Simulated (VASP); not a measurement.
# Dy (P6_3/mmc) in VASP: further runs, part 2 of 2

VASP 6.6.1.

### 4 Single point, r2SCAN+U, collinear spin, ferromagnetic start

The input, POSCAR:

```
Dy
1.0
    3.5902995600      0.0000000000      0.0000000000
   -1.7951497800      3.1092906300      0.0000000000
    0.0000000000      0.0000000000      5.6475000000
Dy
2
Direct
    0.3333333300      0.6666666700      0.2500000000
    0.6666666700      0.3333333300      0.7500000000
```

The input, INCAR.step1:

```
SYSTEM = Dy
PREC = Accurate ; ENCUT = 520
ISMEAR = -1 ; SIGMA = 0.1
LREAL = .False. ; LASPH = .True.
NELM = 150 ; ISPIN = 2
MAGMOM = 5.93 5.93 ; LMAXMIX = 6
LDAU = .True. ; LDAUTYPE = 2
LDAUL = 3 ; LDAUU = 2
LDAUJ = 0 ; NBANDS = 31
GGA = PE ; ALGO = Normal
EDIFF = 1E-4 ; LWAVE = .True.
LCHARG = .False.
```

The input, INCAR.step2:

```
SYSTEM = Dy
PREC = Accurate ; ENCUT = 520
EDIFF = 1E-7 ; ISMEAR = -1
SIGMA = 0.1 ; LREAL = .False.
LASPH = .True. ; NELM = 150
ALGO = Normal ; ISIF = 2
LWAVE = .False. ; LCHARG = .False.
ISPIN = 2 ; MAGMOM = 5.93 5.93
LORBIT = 11 ; LMAXMIX = 6
LDAU = .True. ; LDAUTYPE = 2
LDAUL = 3 ; LDAUU = 2
LDAUJ = 0 ; LDAUPRINT = 1
METAGGA = R2SCAN ; LMIXTAU = .True.
NBANDS = 31 ; ISTART = 1
```

The input, KPOINTS:

```
Automatic mesh
0
Gamma
  8 8 5
  0 0 0
```

Potentials or basis: VASP PAW PBE potentials, release 64 (Dy).

The run is started by

```
$ cat potpaw_PBE.64/Dy/POTCAR > POTCAR
$ cp INCAR.step1 INCAR
$ mpirun -np 1 vasp_std > vasp.out
$ cp INCAR.step2 INCAR
$ mpirun -np 1 vasp_std > vasp.out
```

OUTCAR:

```text
SYSTEM = Dy
   PREC = Accurate
   ENCUT = 520
   EDIFF = 1E-7
   ISMEAR = -1
   LREAL = .False.
   LASPH = .True.
   NELM = 150
   ISIF = 2
   ISPIN = 2
   LORBIT = 11
   METAGGA = R2SCAN
   ISTART = 1

 ion  position               nearest neighbor table
   1  0.333  0.667  0.250-   2 3.50   2 3.50   2 3.50   2 3.50   2 3.50   2 3.50
   2  0.667  0.333  0.750-   1 3.50   1 3.50   1 3.50   1 3.50   1 3.50   1 3.50

  LATTYP: Found a hexagonal cell.
 ALAT       =     3.5902995600
 C/A-ratio  =     1.5729885224

  Lattice vectors:

 A1 = (   3.5902995600,   0.0000000000,   0.0000000000)
 A2 = (  -1.7951497800,   3.1092906300,   0.0000000000)
 A3 = (   0.0000000000,   0.0000000000,   5.6475000000)

Analysis of symmetry for initial positions (statically):
=====================================================================
 Subroutine PRICEL returns:
 Original cell was already a primitive cell.

 Routine SETGRP: Setting up the symmetry group for a
 hexagonal supercell.

 Subroutine GETGRP returns: Found 24 space group operations
 (whereof 12 operations were pure point group operations)
 out of a pool of 24 trial point group operations.

The static configuration has the point symmetry D_3d.
 The point group associated with its full space group is D_6h.

Analysis of symmetry for dynamics (positions and initial velocities):
=====================================================================
 Subroutine PRICEL returns:
 Original cell was already a primitive cell.

 Routine SETGRP: Setting up the symmetry group for a
 hexagonal supercell.

 Subroutine GETGRP returns: Found 24 space group operations
 (whereof 12 operations were pure point group operations)
 out of a pool of 24 trial point group operations.

The dynamic configuration has the point symmetry D_3d.
 The point group associated with its full space group is D_6h.

Analysis of structural, dynamic, and magnetic symmetry:
=====================================================================
 Subroutine PRICEL returns:
[... 215 lines left out ...]
  0.0000 -0.0000 -0.0000 -0.0000  0.0000 -0.0000  0.0005

 occupancies and eigenvectors

  o =  0.0005  v =  0.0000  0.0000  0.0000  0.0000  0.0000  0.0000  0.0000  0.0000  0.0000 -0.0000  0.0000  0.0000  0.0000 -1.0000      0.0000  0.0000  0.0000  0.0000  0.0000  0.0000  0.0000  0.0000  0.0000  0.0000  0.0000  0.0000  0.0000  0.0000
  o =  0.0016  v =  0.0000  0.0000  0.0000  0.0000  0.0000  0.0000  0.0000 -0.0000  0.0000  0.0000  0.0000  1.0000  0.0000  0.0000      0.0000  0.0000  0.0000  0.0000  0.0000  0.0000  0.0000  0.0000  0.0000  0.0000  0.0000  0.0000  0.0000  0.0000
  o =  0.0016  v =  0.0000  0.0000  0.0000  0.0000  0.0000  0.0000  0.0000  0.0000 -0.0000 -1.0000  0.0000  0.0000  0.0000  0.0000      0.0000  0.0000  0.0000  0.0000  0.0000  0.0000  0.0000  0.0000  0.0000  0.0000  0.0000  0.0000  0.0000  0.0000
  o =  0.0362  v =  0.0000  0.0000  0.0000  0.0000  0.0000  0.0000  0.0000  0.0000  1.0000 -0.0000  0.0000 -0.0000 -0.0003  0.0000      0.0000  0.0000  0.0000  0.0000  0.0000  0.0000  0.0000  0.0000  0.0000  0.0000  0.0000  0.0000  0.0000  0.0000
  o =  0.0362  v =  0.0000  0.0000  0.0000  0.0000  0.0000  0.0000  0.0000 -0.0000 -0.0003 -0.0000  0.0000  0.0000 -1.0000 -0.0000      0.0000  0.0000  0.0000  0.0000  0.0000  0.0000  0.0000  0.0000  0.0000  0.0000  0.0000  0.0000  0.0000  0.0000
  o =  0.9875  v =  0.0000  0.0000  0.0000  0.0000  0.0000  0.0000  0.0000  0.0000  0.0000  0.0000 -1.0000  0.0000 -0.0000  0.0000      0.0000  0.0000  0.0000  0.0000  0.0000  0.0000  0.0000  0.0000  0.0000  0.0000  0.0000  0.0000  0.0000  0.0000
  o =  0.9879  v =  0.0000  0.0000  0.0000  0.0000  0.0000  0.0000  0.0000  1.0000 -0.0000  0.0000  0.0000 -0.0000 -0.0000  0.0000      0.0000  0.0000  0.0000  0.0000  0.0000  0.0000  0.0000  0.0000  0.0000  0.0000  0.0000  0.0000  0.0000  0.0000
  o =  0.9950  v =  0.0000 -0.0000 -0.0000  0.0000 -0.0000 -0.0000  1.0000  0.0000  0.0000  0.0000  0.0000  0.0000  0.0000  0.0000      0.0000  0.0000  0.0000  0.0000  0.0000  0.0000  0.0000  0.0000  0.0000  0.0000  0.0000  0.0000  0.0000  0.0000
  o =  0.9951  v =  1.0000  0.0000 -0.0000 -0.0000  0.0000 -0.0000 -0.0000  0.0000  0.0000  0.0000  0.0000  0.0000  0.0000  0.0000      0.0000  0.0000  0.0000  0.0000  0.0000  0.0000  0.0000  0.0000  0.0000  0.0000  0.0000  0.0000  0.0000  0.0000
  o =  0.9955  v = -0.0000 -0.0000 -0.0000 -1.0000 -0.0000  0.0000  0.0000  0.0000  0.0000  0.0000  0.0000  0.0000  0.0000  0.0000      0.0000  0.0000  0.0000  0.0000  0.0000  0.0000  0.0000  0.0000  0.0000  0.0000  0.0000  0.0000  0.0000  0.0000
  o =  0.9956  v =  0.0000  0.0000 -0.0000  0.0000 -1.0000  0.0000 -0.0000  0.0000  0.0000  0.0000  0.0000  0.0000  0.0000  0.0000      0.0000  0.0000  0.0000  0.0000  0.0000  0.0000  0.0000  0.0000  0.0000  0.0000  0.0000  0.0000  0.0000  0.0000
  o =  0.9956  v =  0.0000  0.0000  1.0000 -0.0000 -0.0000  0.0000  0.0000  0.0000  0.0000  0.0000  0.0000  0.0000  0.0000  0.0000      0.0000  0.0000  0.0000  0.0000  0.0000  0.0000  0.0000  0.0000  0.0000  0.0000  0.0000  0.0000  0.0000  0.0000
  o =  0.9958  v = -0.0000  0.9986 -0.0000 -0.0000  0.0000 -0.0531  0.0000  0.0000  0.0000  0.0000  0.0000  0.0000  0.0000  0.0000      0.0000  0.0000  0.0000  0.0000  0.0000  0.0000  0.0000  0.0000  0.0000  0.0000  0.0000  0.0000  0.0000  0.0000
  o =  0.9958  v =  0.0000  0.0531 -0.0000  0.0000  0.0000  0.9986  0.0000  0.0000  0.0000  0.0000  0.0000  0.0000  0.0000  0.0000      0.0000  0.0000  0.0000  0.0000  0.0000  0.0000  0.0000  0.0000  0.0000  0.0000  0.0000  0.0000  0.0000  0.0000

 number of electron      39.9999978 magnetization      11.4192017

 Free energy of the ion-electron system (eV)
  ---------------------------------------------------
  ext. energy  EPLUGINS =         0.00000000
  ---------------------------------------------------
  free energy    TOTEN  =       -75.37356257 eV

  energy without entropy =      -75.28314420  energy(sigma->0) =      -75.32835339

 E-fermi :   2.8766     XC(G=0): -10.8973

 val. band max:        2.8746124132   @ k =   0.3750   0.1250   0.2000
 cond. band min:       2.8788317194   @ k =   0.2500   0.0000   0.4000
 fundamental gap:      0.0042193062
 Fermi energy:         2.8765838881

 spin component 1

 k-point     1 :       0.0000    0.0000    0.0000
  band No.  band energies     occupation
      1     -47.0877      1.00000
      2     -47.0204      1.00000
      3     -22.5979      1.00000
      4     -21.8758      1.00000
      5     -21.7505      1.00000
      6     -21.7505      1.00000
[... 1625 lines left out ...]
     30       7.4219      0.00000
     31       8.9202      0.00000

 [... further k-points ...]

------------------------ aborting loop because EDIFF is reached ----------------------------------------

  FORCE on cell =-STRESS in cart. coord.  units (eV):
  Direction    XX          YY          ZZ          XY          YZ          ZX
  --------------------------------------------------------------------------------------
  -------------------------------------------------------------------------------------
  Total        0.3357796      0.3357796      1.2192733      0.0000000      0.0000000      0.0000000
  in kB        8.5332926      8.5332927     30.9858501      0.0000000      0.0000000      0.0000000
  external PRESSURE =      16.0174785 kB  Pullay stress =       0.0000000 kB

 VOLUME and BASIS-vectors are now :
 -----------------------------------------------------------------------------
  energy-cutoff  :      520.00
  volume of cell :       63.04
      direct lattice vectors                 reciprocal lattice vectors
     3.590299560  0.000000000  0.000000000     0.278528291  0.160808383  0.000000000
    -1.795149780  3.109290630  0.000000000     0.000000000  0.321616767  0.000000000
     0.000000000  0.000000000  5.647500000     0.000000000  0.000000000  0.177069500

 POSITION                                       TOTAL-FORCE (eV/Angst)
 -----------------------------------------------------------------------------------
     -0.00000      2.07286      1.41187        -0.000000      0.000000      0.000000
      1.79515      1.03643      4.23562         0.000000     -0.000000      0.000000
 -----------------------------------------------------------------------------------
    total drift:                               -0.000017      0.000010     -0.000000

  FREE ENERGIE OF THE ION-ELECTRON SYSTEM (eV)
  ---------------------------------------------------
  free  energy   TOTEN  =       -75.3735625686 eV

  energy  without entropy=      -75.2831442026  energy(sigma->0) =      -75.32835339

 total charge

# of ion       s       p       d       f       tot
--------------------------------------------------
    1        2.162   5.803   0.615   9.013  17.593
    2        2.162   5.803   0.615   9.013  17.593
--------------------------------------------------
tot          4.324  11.606   1.229  18.026  35.186

 magnetization (x)

# of ion       s       p       d       f       tot
--------------------------------------------------
    1        0.020  -0.034   0.244   4.914   5.144
    2        0.020  -0.034   0.244   4.914   5.144
--------------------------------------------------
tot          0.040  -0.067   0.487   9.828  10.288
```

Run time: 8.4 min. Hardware: 1 thread of Intel Xeon 6975P-C (Granite Rapids), shared host; peak memory 0.28 GiB.

Results:

* Free energy: -75.3736 eV
* Pressure: 1.6 GPa
* Net moment: 11.42 μB per cell
* Site moments: Dy +5.14 μB
* Valence electrons inside the program's atomic spheres: Dy 17.59

Stress tensor (GPa, compression positive):
```
0.85 0.00 0.00
0.00 0.85 0.00
0.00 0.00 3.10
```

Eigenvalues of the final occupation matrices:
```tsv
site	spin	trace	eigenvalues
site 1 f	1	6.97	0.99 1.00 1.00 1.00 1.00 1.00 1.00
site 1 f	2	2.05	0.00 0.00 0.00 0.04 0.04 0.99 0.99
site 2 f	1	6.97	0.99 1.00 1.00 1.00 1.00 1.00 1.00
site 2 f	2	2.05	0.00 0.00 0.00 0.04 0.04 0.99 0.99
```

Caveat: the magnetic or orbital state may not be the lowest; the PAW data sets were made with another functional, which shifts forces and pressure a little; spin-orbit coupling is left out, which moves the levels of the heavy elements.
